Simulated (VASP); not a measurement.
MgO, 12 atoms in the cell. Symmetry: Pmm2, No. 25, orthorhombic system. Conventional cell: a = 5.634 Å, b = 5.634 Å, c = 5.634 Å, α = 90.00°, β = 90.00°, γ = 90.00°. Within 2.6 Å of Mg (site symmetry m) lie 4 O at 1.99 Å. Mg (site symmetry m) has 4 O at 1.93 to 2.06 Å within 2.6 Å. Mg (site symmetry mm2) has 4 O at 1.83 to 2.12 Å within 2.4 Å. Mg (site symmetry mm2) has 4 O at 1.87 to 2.17 Å within 2.5 Å. Within 2.4 Å of O (site symmetry m) lie 4 Mg at 1.83 to 2.17 Å. Within 2.5 Å of O (site symmetry m) lie 4 Mg at 1.87 to 2.12 Å. O (site symmetry mm2) has 4 Mg at 1.93 to 1.99 Å within 2.6 Å. Within 2.6 Å of O (site symmetry mm2) lie 4 Mg at 1.99 to 2.06 Å.  This cell differs from its parent crystal: atoms displaced along a vibrational mode.

```yaml
Program: VASP 6.6.1
Task: single point
Functional: PBE
Potentials_or_basis: VASP PAW PBE potentials, release 64 (Mg, O)
Cutoff: 520 eV
k_mesh: 4 × 4 × 4
Occupations: gaussian, width 0.05 eV
Spin: no spin polarisation
Dipole_correction: no
Further_INCAR_settings: ALGO = Normal; EDIFF = 1e-07; NBANDS = 36
```

Potentials or basis: VASP PAW PBE potentials, release 64 (Mg, O).

Launch:

```console
$ cat potpaw_PBE.64/Mg/POTCAR potpaw_PBE.64/O/POTCAR > POTCAR
$ mpirun -np 1 vasp_std > vasp.out
```

Hardware: 1 thread of Intel(R) Xeon(R) 6975P-C (Granite Rapids) (shared host).

Question: How long does it take, and how much memory?

Answer: Wall time 83 s on 1 thread of Intel(R) Xeon(R) 6975P-C (Granite Rapids), on a shared host, peak memory 0.32 GiB. Counts: scf iterations 17, k points 27.
